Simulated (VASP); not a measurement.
# CuO in VASP: a series of runs

Runs on CuO. Level: PBE. Tasks: single point.

All numbers are computed with VASP 6.6.1; they aren't measurements. Logs are shortened: lines on timing, memory, paths and dates and some standing lists are left out, and cuts for length are marked.

**1. The cell of the first run**

The typed cell holds 4 atoms: a = 2.989 Å, b = 2.989 Å, c = 5.165 Å, α = 90.00°, β = 90.00°, γ = 90.00°.

**2. Single point, PBE (11.54 Å³/atom)**

The input, INCAR:

```
  ALGO = Normal
  EDIFF = 1E-6
  ENCUT = 600
  GGA = PE
  GGA_COMPAT = False
  ISIF = 2
  ISMEAR = 0
  LASPH = True
  LCHARG = True
  LELF = True
  LREAL = False
  LVHAR = True
  LWAVE = False
  NBANDS = 25
  NELM = 120
  PREC = Accurate
  SIGMA = 0.1
```

The input, KPOINTS:

```
k-points
0
Gamma
  14 14 8
```

The input, POSCAR:

```
CuO
1.0
    2.1071599123     -2.1135139070      0.1651959259
    2.1071594584      2.1135143549      0.1651959856
   -0.4036590199     -0.0000001161      5.1488791583
Cu O
2 2
Direct
    0.0000000000      0.5000000000      0.0000000000
    0.5000000000      0.0000000000      0.5000000000
    0.5000000000      0.5000000000      0.2500000000
    0.5000000000      0.5000000000      0.7500000000
```

Potentials or basis: VASP PAW PBE potentials, release 64 (Cu, O).

Started as:

```console
$ cat potpaw_PBE.64/Cu/POTCAR potpaw_PBE.64/O/POTCAR > POTCAR
$ mpirun -np 1 vasp_std > vasp.out
```

OUTCAR:

```text
EDIFF = 1E-6
   ENCUT = 600
   GGA = PE
   ISIF = 2
   ISMEAR = 0
   LASPH = True
   LREAL = False
   NELM = 120
   PREC = Accurate

 ion  position               nearest neighbor table
   1  0.000  0.500  0.000-   4 1.98   3 1.98   3 1.98   4 1.98
   2  0.500  0.000  0.500-   3 1.98   4 1.98   3 1.98   4 1.98
   3  0.500  0.500  0.250-   1 1.98   2 1.98   2 1.98   1 1.98
   4  0.500  0.500  0.750-   1 1.98   2 1.98   2 1.98   1 1.98

  LATTYP: Found a base centered orthorhombic cell.
 ALAT       =     4.2270282619
 B/A-ratio  =     1.0000525694
 C/A-ratio  =     1.2218224057

  Lattice vectors:

 A1 = (  -2.1071594584,  -2.1135143549,  -0.1651959856)
 A2 = (   2.1071599123,  -2.1135139070,   0.1651959259)
 A3 = (  -0.4036590199,  -0.0000001161,   5.1488791583)

Analysis of symmetry for initial positions (statically):
=====================================================================
 Subroutine PRICEL returns:
 Original cell was already a primitive cell.

 Routine SETGRP: Setting up the symmetry group for a
 base centered orthorhombic supercell.

 Subroutine GETGRP returns: Found  8 space group operations
 (whereof  4 operations were pure point group operations)
 out of a pool of  8 trial point group operations.

The static configuration has the point symmetry C_2h.
 The point group associated with its full space group is D_2h.

Analysis of symmetry for dynamics (positions and initial velocities):
=====================================================================
 Subroutine PRICEL returns:
 Original cell was already a primitive cell.

 Routine SETGRP: Setting up the symmetry group for a
 base centered orthorhombic supercell.

 Subroutine GETGRP returns: Found  8 space group operations
 (whereof  4 operations were pure point group operations)
 out of a pool of  8 trial point group operations.

The dynamic configuration has the point symmetry C_2h.
 The point group associated with its full space group is D_2h.

 Subroutine INISYM returns: Found  8 space group operations
 (whereof  4 operations are pure point group operations),
 and found     1 'primitive' translations

----------------------------------------------------------------------------------------

                                     Primitive cell

  volume of cell :      46.1431

  direct lattice vectors                    reciprocal lattice vectors
     2.107159912 -2.113513907  0.165195926     0.235836775 -0.236572796  0.018488998
     2.107159458  2.113514355  0.165195986     0.235836725  0.236572846  0.018489004
    -0.403659020 -0.000000116  5.148879158    -0.015133110 -0.000000004  0.193030629

  length of vectors
     2.989038913  2.989038913  5.164677840     0.334555698  0.334555698  0.193622919

  position of ions in fractional coordinates (direct lattice)
     1.000000000  0.500000000  1.000000000
     0.500000000  0.000000000  0.500000000
     0.500000000  0.500000000  0.250000000
     0.500000000  0.500000000  0.750000000

  ion indices of the primitive-cell ions
   primitive index   ion index
                 1           1
                 2           2
                 3           3
                 4           4

----------------------------------------------------------------------------------------

 KPOINTS: k-points

Automatic generation of k-mesh.
 Grid dimensions read from file:
 generate k-points for:   14   14    8

 Generating k-lattice:

  Cartesian coordinates                     Fractional coordinates (reciprocal lattice)
     0.016845484 -0.016898057  0.001320643     0.071428571 -0.000000000  0.000000000
     0.016845480  0.016898060  0.001320643    -0.000000000  0.071428571  0.000000000
    -0.001891639 -0.000000001  0.024128829    -0.000000000 -0.000000000  0.125000000

  Length of vectors
     0.023896836  0.023896836  0.024202865

  Shift w.r.t. Gamma in fractional coordinates (k-lattice)
     0.000000000  0.000000000  0.000000000

 Subroutine IBZKPT returns following result:
 ===========================================

 Found    285 irreducible k-points:

 Following reciprocal coordinates:
            Coordinates               Weight
  0.000000  0.000000  0.000000      1.000000
  0.071429 -0.000000 -0.000000      4.000000
  0.142857  0.000000 -0.000000      4.000000
  0.214286  0.000000 -0.000000      4.000000
  0.285714 -0.000000  0.000000      4.000000
  0.357143 -0.000000 -0.000000      4.000000
[... 16 lines left out ...]
  0.214286  0.142857  0.000000      4.000000
  0.285714  0.142857  0.000000      4.000000
 [... further k-points ...]
   k-points           NKPTS =    285   k-points in BZ     NKDIM =    285   number of bands    NBANDS=     25
   number of dos      NEDOS =    301   number of ions     NIONS =      4
   total plane-waves  NPLWV =  24192
   dimension x,y,z NGX =    24 NGY =   24 NGZ =   42
   dimension x,y,z NGXF=    48 NGYF=   48 NGZF=   84
   ions per type =               2   2
   NGX,Y,Z   is equivalent  to a cutoff of  13.35, 13.35, 13.52 a.u.
   NGXF,Y,Z  is equivalent  to a cutoff of  26.70, 26.70, 27.04 a.u.
 SYSTEM =  unknown system
   PREC   = accura    normal or accurate (medium, high low for compatibility)
   ISTART =      0    job   : 0-new  1-cont  2-samecut
   ICHARG =      2    charge: 1-file 2-atom 10-const
   ISPIN  =      1    spin polarized calculation?
   LNONCOLLINEAR =      F non collinear calculations
   LSORBIT =      F    spin-orbit coupling
   LASPH  =      T    aspherical Exc in radial PAW
   ENCUT  =  600.0 eV  44.10 Ry    6.64 a.u.   5.97  5.97 10.32*2*pi/ulx,y,z
   NELM   =    120;   NELMIN=  2; NELMDL= -5     # of ELM steps
   EDIFF  = 0.1E-05   stopping-criterion for ELM
   LREAL  =      F    real-space projection
   EDIFFG = 0.1E-04   stopping-criterion for IOM
   NSW    =      0    number of steps for IOM
   IBRION =     -1    ionic relax: 0-MD 1-quasi-New 2-CG
   NFREE  =      0    steps in history (QN), initial steepest desc. (CG)
   ISIF   =      2    stress and relaxation
   ISYM   =      2    0-nonsym 1-usesym 2-fastsym
   POTIM  = 0.5000    time-step for ionic-motion
   TEBEG  =    0.0;   TEEND  =   0.0 temperature during run
   PSTRESS=    0.0 pullay stress
   NELECT =      34.0000    total number of electrons
   NUPDOWN=      -1.0000    fix difference up-down
   EMIN   =  10.00;   EMAX   =-10.00  energy-range for DOS
   EFERMI =   0.00;   METHOD = LEGACY
   ISMEAR =     0;   SIGMA  =   0.10  broadening in eV -4-tet -1-fermi 0-gaus
   EFERMI_NEDOS =   21; number of points for ismear=-14 and -15
   IALGO  =     38    algorithm
   IMIX   =      4    mixing-type and parameters
     AMIX     =   0.40;   BMIX     =  1.00
     AMIX_MAG =   1.60;   BMIX_MAG =  1.00
  volume/ion in A,a.u.               =      11.54        77.85
  Fermi-wavevector in a.u.,A,eV,Ry     =   1.478651  2.794245 29.747897  2.186409
  Thomas-Fermi vector in A             =   2.592906
   LORBIT       =      0    0 simple, 1 ext, 2 COOP (PROOUT), +10 PAW based schemes
   GGA     = PE    functional components
   LHFCALC =     F    Hartree Fock is set to
   AEXX    =    0.0000 exact exchange contribution
   IVDW    =     0    specifies the selected vdW correction
   LEPSILON=     F    determine dielectric tensor
   LRPA    =     F    only Hartree local field effects (RPA)
 non-spin polarized calculation
 Gauss-broadening in eV      SIGMA  =   0.10
  energy-cutoff  :      600.00
  volume of cell :       46.14
 maximum number of plane-waves:      1568
   NGX = 11   NGY = 11   NGZ = 21

 number of electron      34.0000033 magnetization

 Free energy of the ion-electron system (eV)
  ---------------------------------------------------
  ext. energy  EPLUGINS =         0.00000000
  ---------------------------------------------------
  free energy    TOTEN  =       -19.72991569 eV

  energy without entropy =      -19.71716300  energy(sigma->0) =      -19.72353935

 E-fermi :   4.4164     XC(G=0): -11.0898

 val. band max:        4.4127864067   @ k =   0.4286   0.0714   0.1250
 cond. band min:       4.4203896946   @ k =   0.3571   0.0000   0.1250
 fundamental gap:      0.0076032879
 Fermi energy:         4.4164464176

 k-point     1 :       0.0000    0.0000    0.0000
  band No.  band energies     occupation
      1     -15.0746      2.00000
      2     -13.8199      2.00000
      3      -3.3206      2.00000
      4      -0.7901      2.00000
      5      -0.7900      2.00000
      6       0.8805      2.00000
[... 17 lines left out ...]
     24      18.5860      0.00000
     25      18.9195      0.00000

 k-point     2 :       0.0714   -0.0000   -0.0000
  band No.  band energies     occupation
      1     -15.0504      2.00000
      2     -13.8128      2.00000
      3      -3.2762      2.00000
      4      -0.8095      2.00000
      5      -0.7774      2.00000
      6       0.5465      2.00000
[... 17 lines left out ...]
     24      18.6610      0.00000
     25      18.9463      0.00000

 k-point     3 :       0.1429    0.0000   -0.0000
  band No.  band energies     occupation
      1     -14.9817      2.00000
      2     -13.7930      2.00000
      3      -3.1490      2.00000
      4      -0.8561      2.00000
      5      -0.7415      2.00000
      6      -0.0713      2.00000
[... 17 lines left out ...]
     24      18.8414      0.00000
     25      18.9684      0.00000

 k-point     4 :       0.2143    0.0000   -0.0000
  band No.  band energies     occupation
      1     -14.8797      2.00000
      2     -13.7640      2.00000
      3      -2.9576      2.00000
      4      -0.9029      2.00000
      5      -0.7492      2.00000
      6      -0.6886      2.00000
[... 17 lines left out ...]
     24      18.8340      0.00000
     25      18.9655      0.00000
[... 477 lines left out ...]
 k-point    22 :       0.1429    0.1429   -0.0000
  band No.  band energies     occupation
      1     -14.8904      2.00000
      2     -13.7674      2.00000
      3      -2.9764      2.00000
      4      -0.8386      2.00000
      5      -0.7658      2.00000
      6      -0.1913      2.00000
[... 17 lines left out ...]
     24      17.1096      0.00000
     25      19.1556      0.00000

 k-point    23 :       0.2143    0.1429    0.0000
  band No.  band energies     occupation
      1     -14.7902      2.00000
      2     -13.7400      2.00000
      3      -2.7833      2.00000
      4      -0.8636      2.00000
      5      -0.7286      2.00000
      6      -0.7210      2.00000
[... 17 lines left out ...]
     24      16.7539      0.00000
     25      19.1736      0.00000

 k-point    24 :       0.2857    0.1429    0.0000
  band No.  band energies     occupation
      1     -14.6751      2.00000
      2     -13.7092      2.00000
      3      -2.5563      2.00000
      4      -1.3249      2.00000
      5      -0.8687      2.00000
      6      -0.6595      2.00000
[... 17 lines left out ...]
     24      16.9613      0.00000
     25      18.8446      0.00000

 [... further k-points ...]
[... 5 lines left out ...]
  --------------------------------------------------------------------------------------
  -------------------------------------------------------------------------------------
  Total       -0.9898099     -0.9901382     -0.8888448      0.0000000     -0.0000000     -0.0079644
  in kB      -34.3681376    -34.3795365    -30.8624311      0.0000000     -0.0000001     -0.2765381
  external PRESSURE =     -33.2033684 kB  Pullay stress =       0.0000000 kB

 VOLUME and BASIS-vectors are now :
 -----------------------------------------------------------------------------
  energy-cutoff  :      600.00
  volume of cell :       46.14
      direct lattice vectors                 reciprocal lattice vectors
     2.107159912 -2.113513907  0.165195926     0.235836775 -0.236572796  0.018488998
     2.107159458  2.113514355  0.165195986     0.235836725  0.236572846  0.018489004
    -0.403659020 -0.000000116  5.148879158    -0.015133110 -0.000000004  0.193030629

 POSITION                                       TOTAL-FORCE (eV/Angst)
 -----------------------------------------------------------------------------------
      1.05358      1.05676      0.08260        -0.000000      0.000000     -0.000000
      0.85175     -1.05676      2.65704        -0.000000      0.000000     -0.000000
      2.00624      0.00000      1.45242        -0.000000      0.000000      0.000000
      1.80442      0.00000      4.02686         0.000000     -0.000000     -0.000000
 -----------------------------------------------------------------------------------
    total drift:                                0.000000     -0.000000     -0.000000

  FREE ENERGIE OF THE ION-ELECTRON SYSTEM (eV)
  ---------------------------------------------------
  free  energy   TOTEN  =       -19.7299156947 eV

  energy  without entropy=      -19.7171630011  energy(sigma->0) =      -19.72353935
```

It took 7.4 min on 1 thread of Oxide Virtual Turin-like, shared host; peak memory 0.39 GiB.

What came out:

```yaml
Free_energy: -19.7299 eV
Pressure: -3.3 GPa
Band_gap_on_the_k_mesh: zero (bands 17 and 18 overlap by 1.19 eV)
```

Caveat: the cell stands under tension; semilocal functionals often make such compounds metallic where correlation or magnetic order opens a gap, which also shifts bond lengths. With open d or f shells a metallic result of PBE can be an artefact of self-interaction; +U or a hybrid may open a gap.

[end of part 1 of 2]
